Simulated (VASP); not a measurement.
# Al3GaAs4 (P-4m2) in VASP: relaxation of cell and atoms with PBE

Aim: the relaxation of cell and atoms of Al3GaAs4 with PBE.

Everything below comes from runs of VASP 6.6.1. Logs are shortened: lines on timing, memory, paths and dates and some standing lists are left out, and cuts for length are marked.

## (1) The cell of the first run

It takes space group P-4m2 (No. 115, tetragonal). The conventional cell has a = 4.074 Å, b = 4.074 Å, c = 11.341 Å, α = 90.00°, β = 90.00°, γ = 90.00°. Al (site symmetry -4m2) has 4 As at 2.48 Å within 3.3 Å. Al (site symmetry 2mm) has 4 As at 2.48 Å within 3.3 Å. Ga (site symmetry -4m2) has 4 As at 2.49 Å within 3.3 Å. As (site symmetry 2mm) has 2 Al at 2.48 Å and 2 Ga at 2.49 Å within 3.3 Å. As (site symmetry 2mm) has 4 Al at 2.48 Å within 3.3 Å.

## (2) Relaxation of cell and atoms, PBE

Input file INCAR:

```
SYSTEM = Al3GaAs4
PREC = Accurate
ENCUT = 600
EDIFF = 1E-6
ISMEAR = 0
SIGMA = 0.02
LREAL = .FALSE.
LASPH = .TRUE.
NELM = 80
ALGO = Normal
ISIF = 3
LWAVE = .FALSE.
LCHARG = .FALSE.
GGA = PE
IBRION = 2
NSW = 100
EDIFFG = -0.01
```

Input file KPOINTS:

```
regular mesh
0
G
  8 8 4
  0 0 0
```

Input file POSCAR:

```
Al3GaAs4
1.0
    4.0744169849      0.0000000000      0.0000000000
    0.0000000000      4.0744169849      0.0000000000
    0.0000000000      0.0000000000     11.3413291772
Al Ga As
3 1 4
Direct
    0.0000000000      0.0000000000      0.0000000000
    0.5000000000      0.5000000000      0.2497253671
    0.5000000000      0.5000000000      0.7502746329
    0.0000000000      0.0000000000      0.5000000000
    0.5000000000      0.0000000000      0.3739419223
    0.0000000000      0.5000000000      0.6260580777
    0.5000000000      0.0000000000      0.8750978522
    0.0000000000      0.5000000000      0.1249021478
```

Potentials or basis: VASP PAW PBE potentials, release 64 (Al, Ga_d, As).

Command:

```console
$ cat potpaw_PBE.64/Al/POTCAR potpaw_PBE.64/Ga_d/POTCAR potpaw_PBE.64/As/POTCAR > POTCAR
$ mpirun -np 1 vasp_std > vasp.out
```

OUTCAR:

```text
SYSTEM = Al3GaAs4
   PREC = Accurate
   ENCUT = 600
   EDIFF = 1E-6
   ISMEAR = 0
   LREAL = .FALSE.
   LASPH = .TRUE.
   NELM = 80
   ISIF = 3
   GGA = PE
   IBRION = 2
   NSW = 100
   EDIFFG = -0.01

 ion  position               nearest neighbor table
   1  0.000  0.000  0.000-   7 2.48   8 2.48   8 2.48   7 2.48
   2  0.500  0.500  0.250-   5 2.48   5 2.48   8 2.48   8 2.48
   3  0.500  0.500  0.750-   6 2.48   6 2.48   7 2.48   7 2.48
   4  0.000  0.000  0.500-   5 2.49   6 2.49   6 2.49   5 2.49
   5  0.500  0.000  0.374-   2 2.48   2 2.48   4 2.49   4 2.49
   6  0.000  0.500  0.626-   3 2.48   3 2.48   4 2.49   4 2.49
   7  0.500  0.000  0.875-   3 2.48   3 2.48   1 2.48   1 2.48
   8  0.000  0.500  0.125-   2 2.48   2 2.48   1 2.48   1 2.48

  LATTYP: Found a simple tetragonal cell.
 ALAT       =     4.0744169849
 C/A-ratio  =     2.7835465097

  Lattice vectors:

 A1 = (   4.0744169849,   0.0000000000,   0.0000000000)
 A2 = (   0.0000000000,   4.0744169849,   0.0000000000)
 A3 = (   0.0000000000,   0.0000000000,  11.3413291772)

Analysis of symmetry for initial positions (statically):
=====================================================================
 Subroutine PRICEL returns:
 Original cell was already a primitive cell.

 Routine SETGRP: Setting up the symmetry group for a
 simple tetragonal supercell.

 Subroutine GETGRP returns: Found  8 space group operations
 (whereof  8 operations were pure point group operations)
 out of a pool of 16 trial point group operations.

The static configuration has the point symmetry D_2d.

Analysis of symmetry for dynamics (positions and initial velocities):
=====================================================================
 Subroutine PRICEL returns:
 Original cell was already a primitive cell.

 Routine SETGRP: Setting up the symmetry group for a
 simple tetragonal supercell.

 Subroutine GETGRP returns: Found  8 space group operations
 (whereof  8 operations were pure point group operations)
 out of a pool of 16 trial point group operations.

The dynamic configuration has the point symmetry D_2d.

 Subroutine INISYM returns: Found  8 space group operations
 (whereof  8 operations are pure point group operations),
 and found     1 'primitive' translations

----------------------------------------------------------------------------------------

                                     Primitive cell

  volume of cell :     188.2760

  direct lattice vectors                    reciprocal lattice vectors
     4.074416985  0.000000000  0.000000000     0.245433888  0.000000000  0.000000000
     0.000000000  4.074416985  0.000000000     0.000000000  0.245433888  0.000000000
     0.000000000  0.000000000 11.341329177     0.000000000  0.000000000  0.088173087

  length of vectors
     4.074416985  4.074416985 11.341329177     0.245433888  0.245433888  0.088173087

  position of ions in fractional coordinates (direct lattice)
     0.000000000  0.000000000  0.000000000
     0.500000000  0.500000000  0.249725367
     0.500000000  0.500000000  0.750274633
     0.000000000  0.000000000  0.500000000
     0.500000000  0.000000000  0.373941922
     0.000000000  0.500000000  0.626058078
     0.500000000  0.000000000  0.875097852
     0.000000000  0.500000000  0.124902148

  ion indices of the primitive-cell ions
   primitive index   ion index
                 1           1
                 2           2
                 3           3
                 4           4
                 5           5
                 6           6
                 7           7
                 8           8

----------------------------------------------------------------------------------------

 KPOINTS: regular mesh

Automatic generation of k-mesh.
 Grid dimensions read from file:
 generate k-points for:    8    8    4

 Generating k-lattice:

  Cartesian coordinates                     Fractional coordinates (reciprocal lattice)
     0.030679236  0.000000000  0.000000000     0.125000000  0.000000000  0.000000000
     0.000000000  0.030679236  0.000000000     0.000000000  0.125000000  0.000000000
     0.000000000  0.000000000  0.022043272     0.000000000  0.000000000  0.250000000

  Length of vectors
     0.030679236  0.030679236  0.022043272

  Shift w.r.t. Gamma in fractional coordinates (k-lattice)
     0.000000000  0.000000000  0.000000000

 Subroutine IBZKPT returns following result:
 ===========================================

 Found     45 irreducible k-points:

 Following reciprocal coordinates:
            Coordinates               Weight
  0.000000  0.000000  0.000000      1.000000
  0.125000  0.000000  0.000000      4.000000
  0.250000  0.000000  0.000000      4.000000
  0.375000  0.000000  0.000000      4.000000
  0.500000  0.000000  0.000000      2.000000
  0.125000  0.125000  0.000000      4.000000
[... 16 lines left out ...]
  0.375000  0.125000  0.250000     16.000000
  0.500000  0.125000  0.250000      8.000000
 [... further k-points ...]
   k-points           NKPTS =     45   k-points in BZ     NKDIM =     45   number of bands    NBANDS=     26
   number of dos      NEDOS =    301   number of ions     NIONS =      8
   total plane-waves  NPLWV = 124416
   dimension x,y,z NGX =    36 NGY =   36 NGZ =   96
   dimension x,y,z NGXF=    72 NGYF=   72 NGZF=  192
   ions per type =               3   1   4
   NGX,Y,Z   is equivalent  to a cutoff of  14.69, 14.69, 14.07 a.u.
   NGXF,Y,Z  is equivalent  to a cutoff of  29.38, 29.38, 28.14 a.u.
 SYSTEM =  Al3GaAs4
   PREC   = accura    normal or accurate (medium, high low for compatibility)
   ISTART =      0    job   : 0-new  1-cont  2-samecut
   ICHARG =      2    charge: 1-file 2-atom 10-const
   ISPIN  =      1    spin polarized calculation?
   LNONCOLLINEAR =      F non collinear calculations
   LSORBIT =      F    spin-orbit coupling
   LASPH  =      T    aspherical Exc in radial PAW
   ENCUT  =  600.0 eV  44.10 Ry    6.64 a.u.   8.14  8.14 22.65*2*pi/ulx,y,z
   NELM   =     80;   NELMIN=  2; NELMDL= -5     # of ELM steps
   EDIFF  = 0.1E-05   stopping-criterion for ELM
   LREAL  =      F    real-space projection
   EDIFFG = -.1E-01   stopping-criterion for IOM
   NSW    =    100    number of steps for IOM
   IBRION =      2    ionic relax: 0-MD 1-quasi-New 2-CG
   NFREE  =      1    steps in history (QN), initial steepest desc. (CG)
   ISIF   =      3    stress and relaxation
   ISYM   =      2    0-nonsym 1-usesym 2-fastsym
   POTIM  = 0.5000    time-step for ionic-motion
   TEBEG  =    0.0;   TEEND  =   0.0 temperature during run
   PSTRESS=    0.0 pullay stress
   NELECT =      42.0000    total number of electrons
   NUPDOWN=      -1.0000    fix difference up-down
   EMIN   =  10.00;   EMAX   =-10.00  energy-range for DOS
   EFERMI =   0.00;   METHOD = LEGACY
   ISMEAR =     0;   SIGMA  =   0.02  broadening in eV -4-tet -1-fermi 0-gaus
   EFERMI_NEDOS =   21; number of points for ismear=-14 and -15
   IALGO  =     38    algorithm
   IMIX   =      4    mixing-type and parameters
     AMIX     =   0.40;   BMIX     =  1.00
     AMIX_MAG =   1.60;   BMIX_MAG =  1.00
  volume/ion in A,a.u.               =      23.53       158.82
  Fermi-wavevector in a.u.,A,eV,Ry     =   0.992871  1.876255 13.412534  0.985793
  Thomas-Fermi vector in A             =   2.124713
   LORBIT       =      0    0 simple, 1 ext, 2 COOP (PROOUT), +10 PAW based schemes
   GGA     = PE    functional components
   LHFCALC =     F    Hartree Fock is set to
   AEXX    =    0.0000 exact exchange contribution
   IVDW    =     0    specifies the selected vdW correction
   LEPSILON=     F    determine dielectric tensor
   LRPA    =     F    only Hartree local field effects (RPA)
 conjugate gradient relaxation of ions
 non-spin polarized calculation
 Gauss-broadening in eV      SIGMA  =   0.02
  energy-cutoff  :      600.00
  volume of cell :      188.28
 maximum number of plane-waves:      6336
 NGX is ok and might be reduce to    36
   NGX = 17   NGY = 17   NGZ = 45

--------------------------------------- Ionic step        1  -------------------------------------------

 number of electron      42.0000013 magnetization

 Free energy of the ion-electron system (eV)
  ---------------------------------------------------
  ext. energy  EPLUGINS =         0.00000000
  ---------------------------------------------------
  free energy    TOTEN  =       -36.42106987 eV

  energy without entropy =      -36.42106987  energy(sigma->0) =      -36.42106987

------------------------ aborting loop because EDIFF is reached ----------------------------------------

  FORCE on cell =-STRESS in cart. coord.  units (eV):
  Direction    XX          YY          ZZ          XY          YZ          ZX
  --------------------------------------------------------------------------------------
  -------------------------------------------------------------------------------------
  Total       -0.0803476     -0.0803476      0.8572063      0.0000000      0.0000000      0.0000000
  in kB       -0.6837366     -0.6837366      7.2945923      0.0000000      0.0000000      0.0000000
  external PRESSURE =       1.9757063 kB  Pullay stress =       0.0000000 kB
[... 111 lines left out ...]
  energy  without entropy=      -36.4248625258  energy(sigma->0) =      -36.42486253

--------------------------------------- Ionic step        4  -------------------------------------------

 number of electron      42.0000016 magnetization

 Free energy of the ion-electron system (eV)
  ---------------------------------------------------
  ext. energy  EPLUGINS =         0.00000000
  ---------------------------------------------------
  free energy    TOTEN  =       -36.42609315 eV

  energy without entropy =      -36.42609315  energy(sigma->0) =      -36.42609315

 E-fermi :   3.6723     XC(G=0):  -9.0116

 val. band max:        3.5486779613   @ k =   0.0000   0.0000   0.0000
 cond. band min:       4.8014274909   @ k =   0.0000   0.0000   0.0000
 fundamental gap:      1.2527495296
 Fermi energy:         3.6723039537

 k-point     1 :       0.0000    0.0000    0.0000
  band No.  band energies     occupation
      1     -10.9399      2.00000
      2     -10.8729      2.00000
      3     -10.8729      2.00000
      4     -10.8356      2.00000
      5     -10.8204      2.00000
      6      -8.3040      2.00000
[... 685 lines left out ...]
     25       7.1226      0.00000
     26       7.8190      0.00000

 [... further k-points ...]

------------------------ aborting loop because EDIFF is reached ----------------------------------------

  FORCE on cell =-STRESS in cart. coord.  units (eV):
  Direction    XX          YY          ZZ          XY          YZ          ZX
  --------------------------------------------------------------------------------------
  -------------------------------------------------------------------------------------
  Total        0.0102729      0.0102729     -0.0694118      0.0000000      0.0000000      0.0000000
  in kB        0.0871346      0.0871346     -0.5887492      0.0000000      0.0000000      0.0000000
  external PRESSURE =      -0.1381600 kB  Pullay stress =       0.0000000 kB
[... 23 lines left out ...]
  FREE ENERGIE OF THE ION-ELECTRON SYSTEM (eV)
  ---------------------------------------------------
  free  energy   TOTEN  =       -36.4260931518 eV

  energy  without entropy=      -36.4260931518  energy(sigma->0) =      -36.42609315

 reached required accuracy - stopping structural energy minimisation
```

Wall time 5 min (1 thread of Intel Xeon 6975P-C (Granite Rapids), shared host); peak memory 0.54 GiB.

What came out:

```
Free energy                           : -36.4261 eV
Relaxed volume                        : 23.61 Å³/atom
Relaxed cell                          : a = 4.057 Å, b = 4.057 Å, c = 11.476 Å, α = 90.00°, β = 90.00°, γ = 90.00°
Space group after relaxing (to 0.1 Å) : P-4m2 (No. 115)
Energy gained by relaxing             : 0.6 meV/atom
Ionic steps                           : 4
Pressure after relaxing               : 0.0 GPa
Largest force after relaxing          : 0.004 eV/Å
Band gap on the k mesh                : 1.25 eV
```

Forces on the atoms (eV/Å):
```
Al   0.000  0.000  0.000
Al   0.000  0.000  0.004
Al   0.000  0.000 -0.004
Ga   0.000  0.000  0.000
As   0.000  0.000  0.003
As   0.000  0.000 -0.003
As   0.000  0.000  0.001
As   0.000  0.000 -0.001
```

Step by step:
```csv
step,energy change (eV),largest force (eV/Å),pressure (GPa),volume (Å³)
1,0.0000,0.0082,0.20,188.28
2,-0.0032,0.0047,-0.07,189.07
3,-0.0038,0.0038,-0.28,189.68
4,-0.0050,0.0039,-0.01,188.89
```

Final structure:
```
Al Ga As
1.0
     4.05712    0.00000    0.00000
     0.00000    4.05712    0.00000
     0.00000    0.00000   11.47569
Al Ga As
3 1 4
Direct
  0.00000 0.00000 0.00000
  0.50000 0.50000 0.24968
  0.50000 0.50000 0.75033
  0.00000 0.00000 0.50000
  0.50000 0.00000 0.37404
  0.00000 0.50000 0.62596
  0.50000 0.00000 0.87514
  0.00000 0.50000 0.12486
```
